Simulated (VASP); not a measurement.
# InSe in VASP: relaxation of the atoms with PBEsol

Aim: the relaxation of the atoms of InSe with PBEsol.

Everything below comes from runs of VASP 6.6.1. Logs are shortened: lines on timing, memory, paths and dates and some standing lists are left out, and cuts for length are marked.

### 1 The cell of the first run

The cell holds a slab with vacuum, 12 atoms: a = 4.006 Å, b = 4.006 Å, c = 37.336 Å, α = 90.00°, β = 90.00°, γ = 120.00°.

### 2 Relaxation of the atoms, PBEsol

Contents of INCAR:

```
PREC = Accurate ; ENCUT = 520
EDIFF = 1E-6 ; ISMEAR = 0
SIGMA = 0.05 ; LREAL = False
LASPH = True ; NELM = 100
ALGO = Normal ; ISIF = 2
LWAVE = False ; LCHARG = False
LDIPOL = True ; IDIPOL = 3
DIPOL = 0.5 0.5 0.500 ; GGA = PS
IBRION = 2 ; NSW = 80
EDIFFG = -0.02 ; KPAR = 4
```

Contents of KPOINTS:

```
Automatic mesh
0
Gamma
  9 9 1
```

Contents of POSCAR:

```
InSe
1.0
    4.0058501954      0.0000000000      0.0000000000
   -2.0029250977      3.4691680330      0.0000000000
    0.0000000000      0.0000000000     37.3364802787
Se In
6 6
Direct
    0.6666666667      0.3333333333      0.2008759247
    0.6666666667      0.3333333333      0.3437473130
    0.3333333333      0.6666666667      0.4285643059
    0.3333333333      0.6666666667      0.5714356941
    0.6666666667      0.3333333333      0.6562526870
    0.6666666667      0.3333333333      0.7991240753
    0.3333333333      0.6666666667      0.2351279305
    0.3333333333      0.6666666667      0.3094953071
    0.6666666667      0.3333333333      0.4628163117
    0.6666666667      0.3333333333      0.5371836883
    0.3333333333      0.6666666667      0.6905046929
    0.3333333333      0.6666666667      0.7648720695
```

Potentials or basis: VASP PAW PBE potentials, release 64 (Se, In_d).

Run with:

```bash
$ cat potpaw_PBE.64/Se/POTCAR potpaw_PBE.64/In_d/POTCAR > POTCAR
$ mpirun -np 4 vasp_std > vasp.out
```

OUTCAR:

```text
PREC = Accurate
   ENCUT = 520
   EDIFF = 1E-6
   ISMEAR = 0
   LREAL = False
   LASPH = True
   NELM = 100
   ISIF = 2
   GGA = PS
   IBRION = 2
   NSW = 80
   EDIFFG = -0.02

 ion  position               nearest neighbor table
   1  0.667  0.333  0.201-   7 2.64   7 2.64   7 2.64
   2  0.667  0.333  0.344-   8 2.64   8 2.64   8 2.64
   3  0.333  0.667  0.429-   9 2.64   9 2.64   9 2.64
   4  0.333  0.667  0.571-  10 2.64  10 2.64  10 2.64
   5  0.667  0.333  0.656-  11 2.64  11 2.64  11 2.64
   6  0.667  0.333  0.799-  12 2.64  12 2.64  12 2.64
   7  0.333  0.667  0.235-   1 2.64   1 2.64   1 2.64   8 2.78
   8  0.333  0.667  0.309-   2 2.64   2 2.64   2 2.64   7 2.78
   9  0.667  0.333  0.463-   3 2.64   3 2.64   3 2.64  10 2.78
  10  0.667  0.333  0.537-   4 2.64   4 2.64   4 2.64   9 2.78
  11  0.333  0.667  0.691-   5 2.64   5 2.64   5 2.64  12 2.78
  12  0.333  0.667  0.765-   6 2.64   6 2.64   6 2.64  11 2.78

  LATTYP: Found a hexagonal cell.
 ALAT       =     4.0058501954
 C/A-ratio  =     9.3204884001

  Lattice vectors:

 A1 = (   4.0058501954,   0.0000000000,   0.0000000000)
 A2 = (  -2.0029250977,   3.4691680330,   0.0000000000)
 A3 = (   0.0000000000,   0.0000000000,  37.3364802787)

Analysis of symmetry for initial positions (statically):
=====================================================================
 Subroutine PRICEL returns:
 Original cell was already a primitive cell.

 Routine SETGRP: Setting up the symmetry group for a
 hexagonal supercell.

 Subroutine GETGRP returns: Found 12 space group operations
 (whereof 12 operations were pure point group operations)
 out of a pool of 24 trial point group operations.

The static configuration has the point symmetry D_3h.

Analysis of symmetry for dynamics (positions and initial velocities):
=====================================================================
 Subroutine PRICEL returns:
 Original cell was already a primitive cell.

 Routine SETGRP: Setting up the symmetry group for a
 hexagonal supercell.

 Subroutine GETGRP returns: Found 12 space group operations
 (whereof 12 operations were pure point group operations)
 out of a pool of 24 trial point group operations.

The dynamic configuration has the point symmetry D_3h.

 Subroutine INISYM returns: Found 12 space group operations
 (whereof 12 operations are pure point group operations),
 and found     1 'primitive' translations

----------------------------------------------------------------------------------------

                                     Primitive cell

  volume of cell :     518.8639

  direct lattice vectors                    reciprocal lattice vectors
     4.005850195  0.000000000  0.000000000     0.249634897  0.144126775  0.000000000
    -2.002925098  3.469168033  0.000000000     0.000000000  0.288253550  0.000000000
     0.000000000  0.000000000 37.336480279     0.000000000  0.000000000  0.026783457

  length of vectors
     4.005850195  4.005850195 37.336480279     0.288253550  0.288253550  0.026783457

  position of ions in fractional coordinates (direct lattice)
     0.666666667  0.333333333  0.200875925
     0.666666667  0.333333333  0.343747313
     0.333333333  0.666666667  0.428564306
     0.333333333  0.666666667  0.571435694
     0.666666667  0.333333333  0.656252687
     0.666666667  0.333333333  0.799124075
     0.333333333  0.666666667  0.235127930
     0.333333333  0.666666667  0.309495307
     0.666666667  0.333333333  0.462816312
[... 109 lines left out ...]
 non-spin polarized calculation
 Gauss-broadening in eV      SIGMA  =   0.05
  energy-cutoff  :      520.00
  volume of cell :      518.86
 maximum number of plane-waves:     14053
 NGX is ok and might be reduce to    30
   NGX = 15   NGY = 15   NGZ =139

--------------------------------------- Ionic step        1  -------------------------------------------

 number of electron     113.9999977 magnetization

 Free energy of the ion-electron system (eV)
  ---------------------------------------------------
  ext. energy  EPLUGINS =         0.00000000
  ---------------------------------------------------
  free energy    TOTEN  =       -46.75632604 eV

  energy without entropy =      -46.75632604  energy(sigma->0) =      -46.75632604

------------------------ aborting loop because EDIFF is reached ----------------------------------------

  FORCE on cell =-STRESS in cart. coord.  units (eV):
  Direction    XX          YY          ZZ          XY          YZ          ZX
  --------------------------------------------------------------------------------------
  -------------------------------------------------------------------------------------
  Total       -0.0184559     -0.0184559      0.0216646      0.0000000      0.0000000     -0.0000000
  in kB       -0.0569892     -0.0569892      0.0668970      0.0000000      0.0000000     -0.0000000
  external PRESSURE =      -0.0156938 kB  Pullay stress =       0.0000000 kB

 VOLUME and BASIS-vectors are now :
 -----------------------------------------------------------------------------
  energy-cutoff  :      520.00
  volume of cell :      518.86
      direct lattice vectors                 reciprocal lattice vectors
     4.005850195  0.000000000  0.000000000     0.249634897  0.144126775  0.000000000
    -2.002925098  3.469168033  0.000000000     0.000000000  0.288253550  0.000000000
     0.000000000  0.000000000 37.336480279     0.000000000  0.000000000  0.026783457

 POSITION                                       TOTAL-FORCE (eV/Angst)
 -----------------------------------------------------------------------------------
      2.00293      1.15639      7.50000         0.000000      0.000000     -0.009567
      2.00293      1.15639     12.83431         0.000000     -0.000000      0.020903
     -0.00000      2.31278     16.00108        -0.000000      0.000000     -0.019022
     -0.00000      2.31278     21.33540         0.000000      0.000000      0.019022
      2.00293      1.15639     24.50217         0.000000     -0.000000     -0.020903
      2.00293      1.15639     29.83648        -0.000000     -0.000000      0.009567
     -0.00000      2.31278      8.77885         0.000000      0.000000      0.015713
     -0.00000      2.31278     11.55547         0.000000      0.000000     -0.026578
      2.00293      1.15639     17.27993        -0.000000      0.000000      0.017504
      2.00293      1.15639     20.05655         0.000000     -0.000000     -0.017504
     -0.00000      2.31278     25.78101         0.000000      0.000000      0.026578
     -0.00000      2.31278     28.55763        -0.000000      0.000000     -0.015713
 -----------------------------------------------------------------------------------
    total drift:                               -0.000000      0.000000     -0.000000

  FREE ENERGIE OF THE ION-ELECTRON SYSTEM (eV)
  ---------------------------------------------------
  free  energy   TOTEN  =       -46.7563260405 eV

  energy  without entropy=      -46.7563260405  energy(sigma->0) =      -46.75632604

 dipolmoment           0.000000      0.000000     -0.000000 electrons x Angstroem

--------------------------------------- Ionic step        2  -------------------------------------------

 number of electron     113.9999977 magnetization

 dipolmoment           0.000000      0.000000      0.000000 electrons x Angstroem

 Free energy of the ion-electron system (eV)
  ---------------------------------------------------
  ext. energy  EPLUGINS =         0.00000000
  ---------------------------------------------------
  free energy    TOTEN  =       -46.75644121 eV

  energy without entropy =      -46.75644121  energy(sigma->0) =      -46.75644121

 E-fermi :   0.8904     XC(G=0):  -6.4061

 val. band max:        0.6583025450   @ k =   0.1111   0.0000   0.0000
 cond. band min:       1.5317875410   @ k =   0.0000   0.0000   0.0000
 fundamental gap:      0.8734849960
 Fermi energy:         0.8903634203

 k-point     1 :       0.0000    0.0000    0.0000
  band No.  band energies     occupation
      1     -13.7713      2.00000
      2     -13.7625      2.00000
      3     -13.7625      2.00000
      4     -13.5723      2.00000
      5     -13.5723      2.00000
      6     -13.5636      2.00000
[... 841 lines left out ...]
     67       4.8511      0.00000
     68       5.2326      0.00000

------------------------ aborting loop because EDIFF is reached ----------------------------------------

 vacuum level on the upper side and lower side of the slab       (xc-potential included)        -0.098        -0.098

  FORCE on cell =-STRESS in cart. coord.  units (eV):
  Direction    XX          YY          ZZ          XY          YZ          ZX
  --------------------------------------------------------------------------------------
  -------------------------------------------------------------------------------------
  Total       -0.1073620     -0.1073620      0.0109335      0.0000000     -0.0000000      0.0000000
  in kB       -0.3315183     -0.3315183      0.0337611      0.0000000     -0.0000000      0.0000000
  external PRESSURE =      -0.2097585 kB  Pullay stress =       0.0000000 kB

 VOLUME and BASIS-vectors are now :
 -----------------------------------------------------------------------------
  energy-cutoff  :      520.00
  volume of cell :      518.86
      direct lattice vectors                 reciprocal lattice vectors
     4.005850195  0.000000000  0.000000000     0.249634897  0.144126775  0.000000000
    -2.002925098  3.469168033  0.000000000     0.000000000  0.288253550  0.000000000
     0.000000000  0.000000000 37.336480279     0.000000000  0.000000000  0.026783457

 POSITION                                       TOTAL-FORCE (eV/Angst)
 -----------------------------------------------------------------------------------
      2.00293      1.15639      7.49954        -0.000000      0.000000     -0.002068
      2.00293      1.15639     12.83532        -0.000000      0.000000      0.006714
     -0.00000      2.31278     16.00017        -0.000000      0.000000     -0.008122
     -0.00000      2.31278     21.33632        -0.000000      0.000000      0.008122
      2.00293      1.15639     24.50116        -0.000000     -0.000000     -0.006714
      2.00293      1.15639     29.83694         0.000000      0.000000      0.002068
     -0.00000      2.31278      8.77961         0.000000      0.000000     -0.004909
     -0.00000      2.31278     11.55418         0.000000     -0.000000      0.002387
      2.00293      1.15639     17.28078        -0.000000     -0.000000     -0.002984
      2.00293      1.15639     20.05570         0.000000      0.000000      0.002984
     -0.00000      2.31278     25.78230         0.000000     -0.000000     -0.002387
     -0.00000      2.31278     28.55687         0.000000      0.000000      0.004909
 -----------------------------------------------------------------------------------
    total drift:                               -0.000000      0.000000     -0.000000

  FREE ENERGIE OF THE ION-ELECTRON SYSTEM (eV)
  ---------------------------------------------------
  free  energy   TOTEN  =       -46.7564412112 eV

  energy  without entropy=      -46.7564412112  energy(sigma->0) =      -46.75644121

 reached required accuracy - stopping structural energy minimisation

 vacuum level on the upper side and lower side of the slab         6.116         6.116
```

Wall time 4.5 min (4 MPI ranks of Intel Xeon Platinum 8488C (Sapphire Rapids), shared host); peak memory 0.78 GiB.

What came out:

```
Free energy                  : -46.7564 eV
Energy gained by relaxing    : 0.0 meV/atom
Ionic steps                  : 2
Largest force after relaxing : 0.008 eV/Å
Band gap on the k mesh       : 0.87 eV (least direct gap 0.91 eV)
```

Forces on the atoms (eV/Å):
```
Se   0.000  0.000 -0.002
Se   0.000  0.000  0.007
Se   0.000  0.000 -0.008
Se   0.000  0.000  0.008
Se   0.000  0.000 -0.007
Se   0.000  0.000  0.002
In   0.000  0.000 -0.005
In   0.000  0.000  0.002
In   0.000  0.000 -0.003
In   0.000  0.000  0.003
In   0.000  0.000 -0.002
In   0.000  0.000  0.005
```

The path:
| step | energy change (eV) | largest force (eV/Å) | pressure (GPa) |
| --- | --- | --- | --- |
| 1 | 0.0000 | 0.0266 | 0.00 |
| 2 | -0.0001 | 0.0081 | -0.02 |

Final structure:
```
CELL_PARAMETERS angstrom
4.00585 0.00000 0.00000
-2.00293 3.46917 0.00000
0.00000 0.00000 37.33648
ATOMIC_POSITIONS crystal
Se 0.66667 0.33333 0.20086
Se 0.66667 0.33333 0.34377
Se 0.33333 0.66667 0.42854
Se 0.33333 0.66667 0.57146
Se 0.66667 0.33333 0.65623
Se 0.66667 0.33333 0.79914
In 0.33333 0.66667 0.23515
In 0.33333 0.66667 0.30946
In 0.66667 0.33333 0.46284
In 0.66667 0.33333 0.53716
In 0.33333 0.66667 0.69054
In 0.33333 0.66667 0.76485
```

Levels at points of the mesh, in eV from the valence-band top:
```
           k point  band 53  band 54  band 55  band 56  band 57  band 58  band 59  band 60  band 61  band 62
(0.00, 0.00, 0.00)    -0.82    -0.79    -0.79    -0.57    -0.04     0.87     1.34     1.75     2.35     2.36
```

Caveat: the PAW data sets were made with another functional, which shifts forces and pressure a little; spin-orbit coupling is left out, which moves the levels of the heavy elements.
